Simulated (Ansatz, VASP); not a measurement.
# CoSi2: VASP beside Ansatz

The input INCAR:

```
SYSTEM = CoSi2
  PREC = Accurate
  ENCUT = 520
  EDIFF = 1E-6
  ISMEAR = 0
  SIGMA = 0.15
  LREAL = .False.
  LASPH = .True.
  NELM = 80
  ALGO = Normal
  ISIF = 2
  LWAVE = .False.
  LCHARG = .False.
  GGA = PS
  NBANDS = 16
```

KPOINTS

```
Automatic mesh
0
Gamma
  14 14 14
  0 0 0
```

Contents of POSCAR:

```
CoSi2
1.0
    0.0000000000      2.5899443453      2.5899443453
    2.5899443453      0.0000000000      2.5899443453
    2.5899443453      2.5899443453      0.0000000000
Co Si
1 2
Direct
    0.0040186173     -0.0040186173     -0.0040186173
    0.2457836932      0.2542163068      0.2542163068
    0.7457836932      0.7542163068      0.7542163068
```

Input for Ansatz:

```yaml
crystal:
  lattice:
    - [0.0, 2.5899443453, 2.5899443453]
    - [2.5899443453, 0.0, 2.5899443453]
    - [2.5899443453, 2.5899443453, 0.0]
  atoms:
    - { symbol: Co, position: [0.0040186173, -0.0040186173, -0.0040186173] }
    - { symbol: Si, position: [0.2457836932, 0.2542163068, 0.2542163068] }
    - { symbol: Si, position: [0.7457836932, 0.7542163068, 0.7542163068] }
basis:
  ecutwfc: 520.0
kpoints:
  mp_grid: { grid: [14, 14, 14] }
hamiltonian:
  xc: pbesol
  pseudopotentials: { kind: paw, azcp: { folder: soft_1 } }
scf:
  occupations: { method: gaussian, width: 0.15 }
output:
  forces: true
  stress: true
  eigenvalues: true
  write_density: true
  write_potential: true
  elf: true
  volumetric_format: npy
```

Change from the starting cell: mode 4 frozen in at -0.022 Å, equal normal strain along x, y and z -0.0250.

Alike in both runs: task single point; functional PBEsol; k mesh 14 × 14 × 14; occupations gaussian, width 0.15 eV; no spin polarisation.

```csv
,VASP,Ansatz
version,VASP 6.6.1,Ansatz 0.2.0
potentials or method,"VASP PAW PBE potentials, release 64 (Co, Si), cutoff 520 eV","scalar-relativistic, plane waves, PAW"
valence electrons in the cell,17,25
```

Ansatz gave:

```
gap on the k mesh at the Fermi level (eV)                     : none
pressure (GPa)                                                : 17.7
traceless stress, the component that is largest in VASP (GPa) : -0.10
rms of the force components (eV/Å)                            : 0.288
```

Question: What did VASP give for the same quantities?

Answer: gap on the k mesh at the Fermi level (eV): none; pressure (GPa): 17.8; traceless stress, the component that is largest in VASP (GPa): -0.10; rms of the force components (eV/Å): 0.292.

VASP's potentials were made for PBE, not for PBEsol, and Ansatz warns of the same on its side. Atom by atom the forces differ by 0.004 eV/Å (rms over components). A gap of «none» marks a metal or a gap that the smearing closes. With one functional, cell and mesh, what is left measures potentials, basis and numerics. VASP's potentials hold 17 valence electrons a cell and Ansatz's 25, so a difference there can come from the potentials and not from the codes.
